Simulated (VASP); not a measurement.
# CoO (Fm-3m) in VASP: further runs

Runs on CoO. Level: PBE+U. Tasks: single point.

Everything below comes from runs of VASP 6.6.1. Logs are shortened: lines on timing, memory, paths and dates and some standing lists are left out, and cuts for length are marked.

## Step 1: The cell of the first run

Symmetry: Fm-3m, No. 225, cubic system. Conventional cell: a = 4.263 Å, b = 4.263 Å, c = 4.263 Å, α = 90.00°, β = 90.00°, γ = 90.00°. Co (site symmetry m-3m) has 6 O at 2.13 Å within 2.8 Å. Within 2.8 Å of O (site symmetry m-3m) lie 6 Co at 2.13 Å.

## Step 2: Single point, PBE+U, collinear spin, ferromagnetic start

The input, INCAR:

```
PREC = Accurate ; ENCUT = 520
EDIFF = 1E-6 ; ISMEAR = -1
SIGMA = 0.02 ; LREAL = F
LASPH = T ; NELM = 150
ALGO = Normal ; ISIF = 2
LWAVE = F ; LCHARG = F
ISPIN = 2 ; MAGMOM = 1.69 0
LORBIT = 11 ; NUPDOWN = 1.69
LMAXMIX = 4 ; LDAU = T
LDAUTYPE = 2 ; LDAUL = 2 -1
LDAUU = 4.8 0 ; LDAUJ = 0 0
LDAUPRINT = 1 ; GGA = PE
NBANDS = 18
```

The input, KPOINTS:

```
regular mesh
0
Gamma
  9 9 9
```

The input, POSCAR:

```
CoO
1.0
    0.0000000000      2.1315000000      2.1315000000
    2.1315000000      0.0000000000      2.1315000000
    2.1315000000      2.1315000000      0.0000000000
Co O
1 1
Direct
    0.0000000000      0.0000000000      0.0000000000
    0.5000000000      0.5000000000      0.5000000000
```

Potentials or basis: VASP PAW PBE potentials, release 64 (Co, O).

The run is started by

```sh
cat potpaw_PBE.64/Co/POTCAR potpaw_PBE.64/O/POTCAR > POTCAR
mpirun -np 1 vasp_std > vasp.out
```

OUTCAR:

```text
PREC = Accurate
   ENCUT = 520
   EDIFF = 1E-6
   ISMEAR = -1
   LREAL = F
   LASPH = T
   NELM = 150
   ISIF = 2
   ISPIN = 2
   LORBIT = 11
   NUPDOWN = 1.69
   GGA = PE

 ion  position               nearest neighbor table
   1  0.000  0.000  0.000-   2 2.13   2 2.13   2 2.13   2 2.13   2 2.13   2 2.13
   2  0.500  0.500  0.500-   1 2.13   1 2.13   1 2.13   1 2.13   1 2.13   1 2.13

  LATTYP: Found a face centered cubic cell.
 ALAT       =     4.2630000000

  Lattice vectors:

 A1 = (   0.0000000000,   2.1315000000,   2.1315000000)
 A2 = (   2.1315000000,   0.0000000000,   2.1315000000)
 A3 = (   2.1315000000,   2.1315000000,   0.0000000000)

Analysis of symmetry for initial positions (statically):
=====================================================================
 Subroutine PRICEL returns:
 Original cell was already a primitive cell.

 Routine SETGRP: Setting up the symmetry group for a
 face centered cubic supercell.

 Subroutine GETGRP returns: Found 48 space group operations
 (whereof 48 operations were pure point group operations)
 out of a pool of 48 trial point group operations.

The static configuration has the point symmetry O_h .

Analysis of symmetry for dynamics (positions and initial velocities):
=====================================================================
 Subroutine PRICEL returns:
 Original cell was already a primitive cell.

 Routine SETGRP: Setting up the symmetry group for a
 face centered cubic supercell.

 Subroutine GETGRP returns: Found 48 space group operations
 (whereof 48 operations were pure point group operations)
 out of a pool of 48 trial point group operations.

The dynamic configuration has the point symmetry O_h .

Analysis of structural, dynamic, and magnetic symmetry:
=====================================================================
 Subroutine PRICEL returns:
 Original cell was already a primitive cell.

 Routine SETGRP: Setting up the symmetry group for a
 face centered cubic supercell.

 Subroutine GETGRP returns: Found 48 space group operations
 (whereof 48 operations were pure point group operations)
 out of a pool of 48 trial point group operations.

The overall configuration has the point symmetry O_h .

 Subroutine INISYM returns: Found 48 space group operations
 (whereof 48 operations are pure point group operations),
 and found     1 'primitive' translations

----------------------------------------------------------------------------------------

                                     Primitive cell

  volume of cell :      19.3681

  direct lattice vectors                    reciprocal lattice vectors
     0.000000000  2.131500000  2.131500000    -0.234576589  0.234576589  0.234576589
     2.131500000  0.000000000  2.131500000     0.234576589 -0.234576589  0.234576589
     2.131500000  2.131500000  0.000000000     0.234576589  0.234576589 -0.234576589

  length of vectors
     3.014396208  3.014396208  3.014396208     0.406298571  0.406298571  0.406298571

  position of ions in fractional coordinates (direct lattice)
     0.000000000  0.000000000  0.000000000
     0.500000000  0.500000000  0.500000000

  ion indices of the primitive-cell ions
   primitive index   ion index
                 1           1
                 2           2

----------------------------------------------------------------------------------------

 KPOINTS: regular mesh

Automatic generation of k-mesh.
 Grid dimensions read from file:
 generate k-points for:    9    9    9

 Generating k-lattice:

  Cartesian coordinates                     Fractional coordinates (reciprocal lattice)
    -0.026064065  0.026064065  0.026064065     0.111111111  0.000000000  0.000000000
     0.026064065 -0.026064065  0.026064065     0.000000000  0.111111111  0.000000000
     0.026064065  0.026064065 -0.026064065     0.000000000  0.000000000  0.111111111

  Length of vectors
     0.045144286  0.045144286  0.045144286

  Shift w.r.t. Gamma in fractional coordinates (k-lattice)
     0.000000000  0.000000000  0.000000000

 Subroutine IBZKPT returns following result:
 ===========================================

 Found     35 irreducible k-points:

 Following reciprocal coordinates:
            Coordinates               Weight
  0.000000  0.000000  0.000000      1.000000
  0.111111  0.000000  0.000000      8.000000
  0.222222  0.000000  0.000000      8.000000
  0.333333  0.000000  0.000000      8.000000
  0.444444  0.000000  0.000000      8.000000
  0.111111  0.111111  0.000000      6.000000
[... 16 lines left out ...]
 -0.333333  0.333333  0.000000     12.000000
  0.444444  0.444444  0.000000      6.000000
 [... further k-points ...]
   k-points           NKPTS =     35   k-points in BZ     NKDIM =     35   number of bands    NBANDS=     18
   number of dos      NEDOS =    301   number of ions     NIONS =      2
   total plane-waves  NPLWV =  13824
   dimension x,y,z NGX =    24 NGY =   24 NGZ =   24
   dimension x,y,z NGXF=    48 NGYF=   48 NGZF=   48
   ions per type =               1   1
   NGX,Y,Z   is equivalent  to a cutoff of  13.24, 13.24, 13.24 a.u.
   NGXF,Y,Z  is equivalent  to a cutoff of  26.47, 26.47, 26.47 a.u.
 SYSTEM =  unknown system
   PREC   = accura    normal or accurate (medium, high low for compatibility)
   ISTART =      0    job   : 0-new  1-cont  2-samecut
   ICHARG =      2    charge: 1-file 2-atom 10-const
   ISPIN  =      2    spin polarized calculation?
   LNONCOLLINEAR =      F non collinear calculations
   LSORBIT =      F    spin-orbit coupling
   LASPH  =      T    aspherical Exc in radial PAW
   ENCUT  =  520.0 eV  38.22 Ry    6.18 a.u.   5.60  5.60  5.60*2*pi/ulx,y,z
   NELM   =    150;   NELMIN=  2; NELMDL= -5     # of ELM steps
   EDIFF  = 0.1E-05   stopping-criterion for ELM
   LREAL  =      F    real-space projection
   EDIFFG = 0.1E-04   stopping-criterion for IOM
   NSW    =      0    number of steps for IOM
   IBRION =     -1    ionic relax: 0-MD 1-quasi-New 2-CG
   NFREE  =      0    steps in history (QN), initial steepest desc. (CG)
   ISIF   =      2    stress and relaxation
   ISYM   =      2    0-nonsym 1-usesym 2-fastsym
   POTIM  = 0.5000    time-step for ionic-motion
   TEBEG  =    0.0;   TEEND  =   0.0 temperature during run
   PSTRESS=    0.0 pullay stress
   NELECT =      15.0000    total number of electrons
[... 18 lines left out ...]
   LHFCALC =     F    Hartree Fock is set to
   AEXX    =    0.0000 exact exchange contribution
   IVDW    =     0    specifies the selected vdW correction
   LEPSILON=     F    determine dielectric tensor
   LRPA    =     F    only Hartree local field effects (RPA)
 spin polarized calculation
  energy-cutoff  :      520.00
  volume of cell :       19.37
 maximum number of plane-waves:       534
   NGX = 11   NGY = 11   NGZ = 11

atom =   1  type =  1  l = 2

 onsite density matrix

spin component  1

  0.9646 -0.0000 -0.0000 -0.0000  0.0000
 -0.0000  0.9646  0.0000  0.0000  0.0000
 -0.0000  0.0000  0.8543 -0.0000 -0.0000
 -0.0000  0.0000 -0.0000  0.9646  0.0000
  0.0000  0.0000 -0.0000  0.0000  0.8543

spin component  2

  0.8583 -0.0000 -0.0000  0.0000  0.0000
 -0.0000  0.8583 -0.0000  0.0000  0.0000
 -0.0000 -0.0000  0.0909 -0.0000 -0.0000
  0.0000  0.0000 -0.0000  0.8583 -0.0000
  0.0000  0.0000 -0.0000 -0.0000  0.0909

 occupancies and eigenvectors

  o =  0.0909  v =  0.0000  0.0000  0.0000  0.0000  0.0000  0.0000  0.0000 -0.9940 -0.0000 -0.1097      0.0000  0.0000  0.0000  0.0000  0.0000  0.0000  0.0000  0.0000  0.0000  0.0000
  o =  0.0909  v =  0.0000  0.0000  0.0000  0.0000  0.0000  0.0000 -0.0000 -0.1097 -0.0000  0.9940      0.0000  0.0000  0.0000  0.0000  0.0000  0.0000  0.0000  0.0000  0.0000  0.0000
  o =  0.8543  v =  0.0000  0.0000  0.9999  0.0000  0.0139  0.0000  0.0000  0.0000  0.0000  0.0000      0.0000  0.0000  0.0000  0.0000  0.0000  0.0000  0.0000  0.0000  0.0000  0.0000
  o =  0.8543  v =  0.0000  0.0000  0.0139  0.0000 -0.9999  0.0000  0.0000  0.0000  0.0000  0.0000      0.0000  0.0000  0.0000  0.0000  0.0000  0.0000  0.0000  0.0000  0.0000  0.0000
  o =  0.8583  v =  0.0000  0.0000  0.0000  0.0000  0.0000  0.0000  0.8070  0.0000  0.5905 -0.0000      0.0000  0.0000  0.0000  0.0000  0.0000  0.0000  0.0000  0.0000  0.0000  0.0000
  o =  0.8583  v =  0.0000  0.0000  0.0000  0.0000  0.0000  1.0000  0.0000  0.0000  0.0000  0.0000      0.0000  0.0000  0.0000  0.0000  0.0000  0.0000  0.0000  0.0000  0.0000  0.0000
  o =  0.8583  v =  0.0000  0.0000  0.0000  0.0000  0.0000  0.0000 -0.5905  0.0000  0.8070  0.0000      0.0000  0.0000  0.0000  0.0000  0.0000  0.0000  0.0000  0.0000  0.0000  0.0000
  o =  0.9646  v =  0.0000  0.9921 -0.0000 -0.1256  0.0000  0.0000  0.0000  0.0000  0.0000  0.0000      0.0000  0.0000  0.0000  0.0000  0.0000  0.0000  0.0000  0.0000  0.0000  0.0000
  o =  0.9646  v =  0.0000  0.1256 -0.0000  0.9921  0.0000  0.0000  0.0000  0.0000  0.0000  0.0000      0.0000  0.0000  0.0000  0.0000  0.0000  0.0000  0.0000  0.0000  0.0000  0.0000
  o =  0.9646  v =  1.0000  0.0000  0.0000  0.0000  0.0000  0.0000  0.0000  0.0000  0.0000  0.0000      0.0000  0.0000  0.0000  0.0000  0.0000  0.0000  0.0000  0.0000  0.0000  0.0000

 number of electron      15.0000008 magnetization       1.6900000

 Free energy of the ion-electron system (eV)
  ---------------------------------------------------
  ext. energy  EPLUGINS =         0.00000000
  ---------------------------------------------------
  free energy    TOTEN  =       -10.44304589 eV

  energy without entropy =      -10.43342186  energy(sigma->0) =      -10.43823388

 E-fermi :   6.5628     XC(G=0): -12.3463

 val. band max:        6.5624133045   @ k =  -0.4444   0.3333   0.0000
 cond. band min:       6.5541832544   @ k =  -0.3333   0.1111   0.0000
 fundamental gap:     -0.0082300501
 Fermi energy:         6.5448970053

 spin component 1

 k-point     1 :       0.0000    0.0000    0.0000
  band No.  band energies     occupation
      1     -12.3239      1.00000
      2       3.7242      1.00000
      3       3.7244      1.00000
      4       3.7244      1.00000
      5       3.8026      1.00000
      6       3.8028      1.00000
[... 10 lines left out ...]
     17      29.5582      0.00000
     18      31.4542      0.00000
[... 463 lines left out ...]
 k-point    24 :       0.4444    0.4444    0.0000
  band No.  band energies     occupation
      1     -11.2149      1.00000
      2       1.0110      1.00000
      3       2.9267      1.00000
      4       3.4805      1.00000
      5       3.4805      1.00000
      6       4.1429      1.00000
[... 10 lines left out ...]
     17      38.8190      0.00000
     18      38.8190      0.00000

 [... further k-points ...]

 spin component 2

 k-point     1 :       0.0000    0.0000    0.0000
  band No.  band energies     occupation
      1     -12.5346      1.00000
      2       4.4642      1.00000
      3       4.4642      1.00000
      4       4.4642      1.00000
      5       5.3568      1.00000
      6       5.3571      1.00000
[... 10 lines left out ...]
     17      30.2989      0.00000
     18      34.9966      0.00000
[... 463 lines left out ...]
 k-point    24 :       0.4444    0.4444    0.0000
  band No.  band energies     occupation
      1     -11.2753      1.00000
      2       1.0226      1.00000
      3       3.3336      1.00000
      4       3.3336      1.00000
      5       4.3900      1.00000
      6       6.5170      0.90799
[... 10 lines left out ...]
     17      38.9289      0.00000
     18      38.9289      0.00000

 [... further k-points ...]

------------------------ aborting loop because EDIFF is reached ----------------------------------------

  FORCE on cell =-STRESS in cart. coord.  units (eV):
  Direction    XX          YY          ZZ          XY          YZ          ZX
  --------------------------------------------------------------------------------------
  -------------------------------------------------------------------------------------
  Total       -0.9529605     -0.9529605     -0.9529605     -0.0000000     -0.0000000      0.0000000
  in kB      -78.8314396    -78.8314396    -78.8314396     -0.0000000     -0.0000000      0.0000000
  external PRESSURE =     -78.8314396 kB  Pullay stress =       0.0000000 kB

 VOLUME and BASIS-vectors are now :
 -----------------------------------------------------------------------------
  energy-cutoff  :      520.00
  volume of cell :       19.37
      direct lattice vectors                 reciprocal lattice vectors
     0.000000000  2.131500000  2.131500000    -0.234576589  0.234576589  0.234576589
     2.131500000  0.000000000  2.131500000     0.234576589 -0.234576589  0.234576589
     2.131500000  2.131500000  0.000000000     0.234576589  0.234576589 -0.234576589

 POSITION                                       TOTAL-FORCE (eV/Angst)
 -----------------------------------------------------------------------------------
      0.00000      0.00000      0.00000         0.000000      0.000000      0.000000
      2.13150      2.13150      2.13150         0.000000      0.000000      0.000000
 -----------------------------------------------------------------------------------
    total drift:                                0.000000     -0.000000     -0.000000

  FREE ENERGIE OF THE ION-ELECTRON SYSTEM (eV)
  ---------------------------------------------------
  free  energy   TOTEN  =       -10.4430458946 eV

  energy  without entropy=      -10.4334218647  energy(sigma->0) =      -10.43823388

 total charge

# of ion       s       p       d       tot
------------------------------------------
    1        0.278   0.333   7.332   7.944
    2        1.563   3.382   0.000   4.945
--------------------------------------------------
tot          1.841   3.716   7.332  12.889

 magnetization (x)

# of ion       s       p       d       tot
------------------------------------------
    1        0.023   0.015   1.844   1.881
    2        0.013  -0.179   0.000  -0.166
--------------------------------------------------
tot          0.036  -0.165   1.844   1.715
```

Wall time 21 s (1 thread of Intel Xeon 6975P-C (Granite Rapids), shared host); peak memory 0.15 GiB.

What came out:

```
Free energy                                           : -10.4430 eV
Pressure                                              : -7.9 GPa
Net moment                                            : 1.69 μB per cell
Site moments                                          : Co +1.88; O -0.17 μB
Valence electrons inside the program's atomic spheres : Co 7.94; O 4.95
```

Eigenvalues of the final occupation matrices:
```
    site  spin  trace               eigenvalues
site 1 d     1   4.60  0.85 0.85 0.96 0.96 0.96
site 1 d     2   2.76  0.09 0.09 0.86 0.86 0.86
```

Caveat: the cell stands under tension; the total moment is fixed, so each spin has its own Fermi level; a cell with one magnetic atom can't hold antiferromagnetic order, which such compounds often take. The state reached can hang on the start; a lower one may exist.

(Part 1 of 2 ends here.)
